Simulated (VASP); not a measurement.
# CoO (P1) in VASP: single point with PBE+U

Aim: the single point of CoO with PBE+U.

All numbers are computed with VASP 6.6.1; they aren't measurements. Logs are shortened: lines on timing, memory, paths and dates and some standing lists are left out, and cuts for length are marked.

### 1 The cell of the first run

The typed cell holds 4 atoms: a = 5.217 Å, b = 5.217 Å, c = 5.217 Å, α = 33.56°, β = 33.56°, γ = 33.56°.

### 2 Single point, PBE+U, collinear spin, antiferromagnetic start

File INCAR:

```
PREC = Accurate ; ENCUT = 600
EDIFF = 1E-6 ; ISMEAR = -1
SIGMA = 0.05 ; LREAL = F
LASPH = T ; NELM = 200
ALGO = Normal ; ISIF = 2
LWAVE = F ; LCHARG = F
ISPIN = 2 ; MAGMOM = 3 -3 0 0
LORBIT = 11 ; LMAXMIX = 4
LDAU = T ; LDAUTYPE = 2
LDAUL = 2 -1 ; LDAUU = 6 0
LDAUJ = 0 0 ; LDAUPRINT = 1
GGA = PE ; NBANDS = 27
GGA_COMPAT = F
```

File KPOINTS:

```
Automatic mesh
0
Gamma
  2 2 2
```

File POSCAR:

```
CoO
1.0
    4.2600000000      2.1300000000      2.1300000000
    2.1300000000      4.2600000000      2.1300000000
    2.1300000000      2.1300000000      4.2600000000
Co O
2 2
Direct
    0.0054724100      0.0053739300     -0.0053213800
    0.4950184600      0.5040259900      0.5028316400
    0.2520367600      0.2476976400      0.2512713300
    0.7512816200      0.7509744500      0.7459005900
```

Potentials or basis: VASP PAW PBE potentials, release 64 (Co, O).

The run is started by

```console
cat potpaw_PBE.64/Co/POTCAR potpaw_PBE.64/O/POTCAR > POTCAR
mpirun -np 1 vasp_std > vasp.out
```

OUTCAR:

```text
PREC = Accurate
   ENCUT = 600
   EDIFF = 1E-6
   ISMEAR = -1
   LREAL = F
   LASPH = T
   NELM = 200
   ISIF = 2
   ISPIN = 2
   LORBIT = 11
   GGA = PE

 ion  position               nearest neighbor table
   1  0.005  0.005  0.995-   4 2.11   4 2.11   4 2.12   3 2.13   3 2.15   3 2.16   2 2.98   2 3.00
                             2 3.01   2 3.01   2 3.03   2 3.04
   2  0.495  0.504  0.503-   3 2.11   4 2.12   3 2.12   3 2.14   4 2.14   4 2.15   1 2.98   1 3.00
                             1 3.01   1 3.01   1 3.03   1 3.04
   3  0.252  0.248  0.251-   2 2.11   2 2.12   1 2.13   2 2.14   1 2.15   1 2.16
   4  0.751  0.751  0.746-   1 2.11   1 2.11   1 2.12   2 2.12   2 2.14   2 2.15

  LATTYP: Found a trigonal (rhomboedric) cell.
 ALAT       =     5.2174131521
 COS(alpha) =     0.8333333333

  Lattice vectors:

 A1 = (   4.2600000000,   2.1300000000,   2.1300000000)
 A2 = (   2.1300000000,   4.2600000000,   2.1300000000)
 A3 = (   2.1300000000,   2.1300000000,   4.2600000000)

Analysis of symmetry for initial positions (statically):
=====================================================================
 Subroutine PRICEL returns:
 Original cell was already a primitive cell.

 Routine SETGRP: Setting up the symmetry group for a
 trigonal (rhombohedral) supercell.

 Subroutine GETGRP returns: Found  1 space group operations
 (whereof  1 operations were pure point group operations)
 out of a pool of 12 trial point group operations.

The static configuration has the point symmetry C_1 .

Analysis of symmetry for dynamics (positions and initial velocities):
=====================================================================
 Subroutine PRICEL returns:
 Original cell was already a primitive cell.

 Routine SETGRP: Setting up the symmetry group for a
 trigonal (rhombohedral) supercell.

 Subroutine GETGRP returns: Found  1 space group operations
 (whereof  1 operations were pure point group operations)
 out of a pool of 12 trial point group operations.

The dynamic configuration has the point symmetry C_1 .

Analysis of structural, dynamic, and magnetic symmetry:
=====================================================================
 Subroutine PRICEL returns:
 Original cell was already a primitive cell.

 Routine SETGRP: Setting up the symmetry group for a
 trigonal (rhombohedral) supercell.

 Subroutine GETGRP returns: Found  1 space group operations
 (whereof  1 operations were pure point group operations)
 out of a pool of 12 trial point group operations.

The overall configuration has the point symmetry C_1 .

 Subroutine INISYM returns: Found  1 space group operations
 (whereof  1 operations are pure point group operations),
 and found     1 'primitive' translations

----------------------------------------------------------------------------------------

                                     Primitive cell

  volume of cell :      38.6544

  direct lattice vectors                    reciprocal lattice vectors
     4.260000000  2.130000000  2.130000000     0.352112676 -0.117370892 -0.117370892
     2.130000000  4.260000000  2.130000000    -0.117370892  0.352112676 -0.117370892
     2.130000000  2.130000000  4.260000000    -0.117370892 -0.117370892  0.352112676

  length of vectors
     5.217413152  5.217413152  5.217413152     0.389275210  0.389275210  0.389275210

[... 136 lines left out ...]
  o =  0.9702  v =  0.0000  0.0000  0.0000  0.0000  0.0000 -0.7881 -0.4383  0.2322 -0.3645 -0.0042      0.0000  0.0000  0.0000  0.0000  0.0000  0.0000  0.0000  0.0000  0.0000  0.0000
  o =  0.9717  v =  0.0000  0.0000  0.0000  0.0000  0.0000  0.0379 -0.6687 -0.0127  0.7164 -0.1951      0.0000  0.0000  0.0000  0.0000  0.0000  0.0000  0.0000  0.0000  0.0000  0.0000
  o =  0.9752  v = -0.6675 -0.0957  0.0181 -0.7382  0.0026  0.0000  0.0000  0.0000  0.0000  0.0000      0.0000  0.0000  0.0000  0.0000  0.0000  0.0000  0.0000  0.0000  0.0000  0.0000
  o =  0.9757  v =  0.4012  0.7886 -0.0062 -0.4653 -0.0244  0.0000  0.0000  0.0000  0.0000  0.0000      0.0000  0.0000  0.0000  0.0000  0.0000  0.0000  0.0000  0.0000  0.0000  0.0000
  o =  0.9786  v = -0.6266  0.6069  0.0192  0.4885 -0.0092  0.0000  0.0000  0.0000  0.0000  0.0000      0.0000  0.0000  0.0000  0.0000  0.0000  0.0000  0.0000  0.0000  0.0000  0.0000
  o =  1.0236  v = -0.0118 -0.0232 -0.2327  0.0046 -0.9722  0.0000  0.0000  0.0000  0.0000  0.0000      0.0000  0.0000  0.0000  0.0000  0.0000  0.0000  0.0000  0.0000  0.0000  0.0000
  o =  1.0245  v =  0.0246 -0.0107  0.9722  0.0022 -0.2327  0.0000  0.0000  0.0000  0.0000  0.0000      0.0000  0.0000  0.0000  0.0000  0.0000  0.0000  0.0000  0.0000  0.0000  0.0000

atom =   2  type =  1  l = 2

 onsite density matrix

spin component  1

  0.6395 -0.2979  0.1430  0.3023  0.0079
 -0.2979  0.6384 -0.0612  0.3043  0.1261
  0.1430 -0.0612  0.1713  0.0775  0.0040
  0.3023  0.3043  0.0775  0.6118  0.1277
  0.0079  0.1261  0.0040  0.1277  0.1753

spin component  2

  0.9760  0.0008 -0.0000 -0.0011 -0.0002
  0.0008  0.9765 -0.0008 -0.0011  0.0006
 -0.0000 -0.0008  1.0222 -0.0007  0.0002
 -0.0011 -0.0011 -0.0007  0.9765 -0.0007
 -0.0002  0.0006  0.0002 -0.0007  1.0231

 occupancies and eigenvectors

  o =  0.0267  v = -0.5702 -0.5721  0.0056  0.5894  0.0090  0.0000  0.0000  0.0000  0.0000  0.0000      0.0000  0.0000  0.0000  0.0000  0.0000  0.0000  0.0000  0.0000  0.0000  0.0000
  o =  0.1334  v =  0.1643 -0.0294 -0.9304  0.1438 -0.2929  0.0000  0.0000  0.0000  0.0000  0.0000      0.0000  0.0000  0.0000  0.0000  0.0000  0.0000  0.0000  0.0000  0.0000  0.0000
  o =  0.1348  v =  0.0477 -0.1651 -0.2986 -0.1255  0.9304  0.0000  0.0000  0.0000  0.0000  0.0000      0.0000  0.0000  0.0000  0.0000  0.0000  0.0000  0.0000  0.0000  0.0000  0.0000
  o =  0.9699  v =  0.3828  0.4309  0.1127  0.7846  0.1988  0.0000  0.0000  0.0000  0.0000  0.0000      0.0000  0.0000  0.0000  0.0000  0.0000  0.0000  0.0000  0.0000  0.0000  0.0000
  o =  0.9716  v = -0.7064  0.6774 -0.1800 -0.0257  0.0952  0.0000  0.0000  0.0000  0.0000  0.0000      0.0000  0.0000  0.0000  0.0000  0.0000  0.0000  0.0000  0.0000  0.0000  0.0000
  o =  0.9751  v =  0.0000  0.0000  0.0000  0.0000  0.0000  0.7414  0.0776  0.0125  0.6663  0.0120      0.0000  0.0000  0.0000  0.0000  0.0000  0.0000  0.0000  0.0000  0.0000  0.0000
  o =  0.9755  v =  0.0000  0.0000  0.0000  0.0000  0.0000  0.4510 -0.7929 -0.0198 -0.4093  0.0058      0.0000  0.0000  0.0000  0.0000  0.0000  0.0000  0.0000  0.0000  0.0000  0.0000
  o =  0.9784  v =  0.0000  0.0000  0.0000  0.0000  0.0000 -0.4969 -0.6040 -0.0011  0.6229  0.0159      0.0000  0.0000  0.0000  0.0000  0.0000  0.0000  0.0000  0.0000  0.0000  0.0000
  o =  1.0222  v =  0.0000  0.0000  0.0000  0.0000  0.0000 -0.0000 -0.0200  0.9717 -0.0117 -0.2352      0.0000  0.0000  0.0000  0.0000  0.0000  0.0000  0.0000  0.0000  0.0000  0.0000
  o =  1.0231  v =  0.0000  0.0000  0.0000  0.0000  0.0000  0.0037 -0.0089 -0.2351  0.0188 -0.9717      0.0000  0.0000  0.0000  0.0000  0.0000  0.0000  0.0000  0.0000  0.0000  0.0000

 number of electron      30.0000003 magnetization       0.0000000

 Free energy of the ion-electron system (eV)
  ---------------------------------------------------
  ext. energy  EPLUGINS =         0.00000000
  ---------------------------------------------------
  free energy    TOTEN  =       -22.63173287 eV

  energy without entropy =      -22.63173287  energy(sigma->0) =      -22.63173287

 E-fermi :   7.6291     XC(G=0): -12.2952

 val. band max:        6.4844411768   @ k =   0.5000   0.5000   0.5000
 cond. band min:       9.3743335442   @ k =   0.0000   0.0000   0.0000
 fundamental gap:      2.8898923674
 Fermi energy:         7.6291055993

 spin component 1

 k-point     1 :       0.0000    0.0000    0.0000
  band No.  band energies     occupation
      1     -11.6379      1.00000
      2     -10.3222      1.00000
      3      -0.2946      1.00000
      4       0.5095      1.00000
      5       0.6175      1.00000
      6       1.4666      1.00000
[... 229 lines left out ...]
     26      23.9571      0.00000
     27      27.4531      0.00000
 Fermi energy:         7.6291055993

 spin component 2

 k-point     1 :       0.0000    0.0000    0.0000
  band No.  band energies     occupation
      1     -11.6355      1.00000
      2     -10.3223      1.00000
      3      -0.2915      1.00000
      4       0.5101      1.00000
      5       0.6243      1.00000
      6       1.4182      1.00000
[... 229 lines left out ...]
     26      23.9426      0.00000
     27      27.4686      0.00000

------------------------ aborting loop because EDIFF is reached ----------------------------------------

  FORCE on cell =-STRESS in cart. coord.  units (eV):
  Direction    XX          YY          ZZ          XY          YZ          ZX
  --------------------------------------------------------------------------------------
  -------------------------------------------------------------------------------------
  Total        0.6082614      0.6914023      0.6600320     -0.8452690     -0.6795510     -0.8416112
  in kB       25.2116943     28.6577819     27.3575225    -35.0353726    -28.1665608    -34.8837613
  external PRESSURE =      27.0756662 kB  Pullay stress =       0.0000000 kB

 VOLUME and BASIS-vectors are now :
 -----------------------------------------------------------------------------
  energy-cutoff  :      600.00
  volume of cell :       38.65
      direct lattice vectors                 reciprocal lattice vectors
     4.260000000  2.130000000  2.130000000     0.352112676 -0.117370892 -0.117370892
     2.130000000  4.260000000  2.130000000    -0.117370892  0.352112676 -0.117370892
     2.130000000  2.130000000  4.260000000    -0.117370892 -0.117370892  0.352112676

 POSITION                                       TOTAL-FORCE (eV/Angst)
 -----------------------------------------------------------------------------------
      2.15342      2.15321      4.26043        -0.185825     -0.201551     -0.110633
      4.25339      4.27257      4.27003         0.147714     -0.006817     -0.009812
      2.13648      2.12724      2.13485        -0.043102      0.113578     -0.072160
      6.38880      6.38815      6.37734         0.081213      0.094790      0.192605
 -----------------------------------------------------------------------------------
    total drift:                                0.000215      0.000168      0.000114

  FREE ENERGIE OF THE ION-ELECTRON SYSTEM (eV)
  ---------------------------------------------------
  free  energy   TOTEN  =       -22.6317328694 eV

  energy  without entropy=      -22.6317328693  energy(sigma->0) =      -22.63173287

 total charge

# of ion       s       p       d       tot
------------------------------------------
    1        0.280   0.370   7.191   7.841
    2        0.278   0.364   7.184   7.826
    3        1.532   3.504   0.000   5.036
    4        1.532   3.510   0.000   5.042
--------------------------------------------------
tot          3.621   7.748  14.375  25.745

 magnetization (x)

# of ion       s       p       d       tot
------------------------------------------
    1        0.017   0.005   2.734   2.756
    2       -0.017  -0.005  -2.734  -2.756
    3        0.000  -0.004   0.000  -0.004
    4        0.000   0.004   0.000   0.004
--------------------------------------------------
tot          0.000   0.000  -0.000   0.000
```

Wall time 6.3 min (1 thread of Intel Xeon 6975P-C (Granite Rapids), shared host); peak memory 0.32 GiB.

What came out:

```yaml
Free_energy: -22.6317 eV
Pressure: 2.7 GPa
Largest_force: 0.296 eV/Å
Band_gap_on_the_k_mesh: 2.89 eV
Net_moment: 0.00 μB per cell
Site_moments: Co +2.76, -2.76; O -0.00, +0.00 μB
Valence_electrons_inside_the_program's_atomic_spheres: Co 7.84, 7.83; O 5.04
```

Forces in eV/Å, atoms in the order of the input:
```
Co  -0.186 -0.202 -0.111
Co   0.148 -0.007 -0.010
O   -0.043  0.114 -0.072
O    0.081  0.095  0.193
```

Stress tensor (GPa, compression positive):
```
 2.52 -3.50 -3.49
-3.50  2.87 -2.82
-3.49 -2.82  2.74
```

Eigenvalues of the final occupation matrices:
| site | spin | trace | eigenvalues |
| --- | --- | --- | --- |
| site 1 d | 1 | 4.98 | 0.98 0.98 0.98 1.02 1.02 |
| site 1 d | 2 | 2.24 | 0.03 0.13 0.14 0.97 0.97 |
| site 2 d | 1 | 2.24 | 0.03 0.13 0.13 0.97 0.97 |
| site 2 d | 2 | 4.97 | 0.98 0.98 0.98 1.02 1.02 |

Caveat: the k points lie up to 1.22 Å⁻¹ apart.
